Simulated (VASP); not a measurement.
A run of VASP 6.6.1 is set up as follows.

File POSCAR:

```
Yb
1.0
    0.0000000000      2.6096620394      2.6096620394
    2.6096620394      0.0000000000      2.6096620394
    2.6096620394      2.6096620394      0.0000000000
Yb
1
Direct
    0.0000000000      0.0000000000      0.0000000000
```

Contents of INCAR.step1:

```
SYSTEM = Yb
ALGO = Normal
EDIFF = 1E-4
ENCUT = 520
GGA = PE
ISMEAR = -1
LASPH = .TRUE.
LCHARG = .FALSE.
LREAL = .FALSE.
LWAVE = .TRUE.
NBANDS = 18
NELM = 100
PREC = Accurate
SIGMA = 0.03
```

INCAR.step2

```
SYSTEM = Yb
ALGO = Normal
EDIFF = 1E-6
ENCUT = 520
ISIF = 2
ISMEAR = -1
ISTART = 1
LASPH = .TRUE.
LCHARG = .FALSE.
LMIXTAU = .TRUE.
LREAL = .FALSE.
LWAVE = .FALSE.
METAGGA = R2SCAN
NBANDS = 18
NELM = 100
PREC = Accurate
SIGMA = 0.03
```

The input KPOINTS:

```
k-points
0
G
  10 10 10
  0 0 0
```

Potentials or basis: VASP PAW PBE potentials, release 64 (Yb).

Run with:

```sh
$ cat potpaw_PBE.64/Yb/POTCAR > POTCAR
$ cp INCAR.step1 INCAR
$ mpirun -np 1 vasp_std > vasp.out
$ cp INCAR.step2 INCAR
$ mpirun -np 1 vasp_std > vasp.out
```

(1) Predict the pressure.

(2) Estimate the band gap on the k mesh.

## Answers

(1) -0.5 GPa.

(2) 0.02 eV, indirect (least direct gap 0.11 eV).

Caveat: the PAW data sets were made with another functional, which shifts forces and pressure a little; spin-orbit coupling is left out, which moves the levels of the heavy elements.
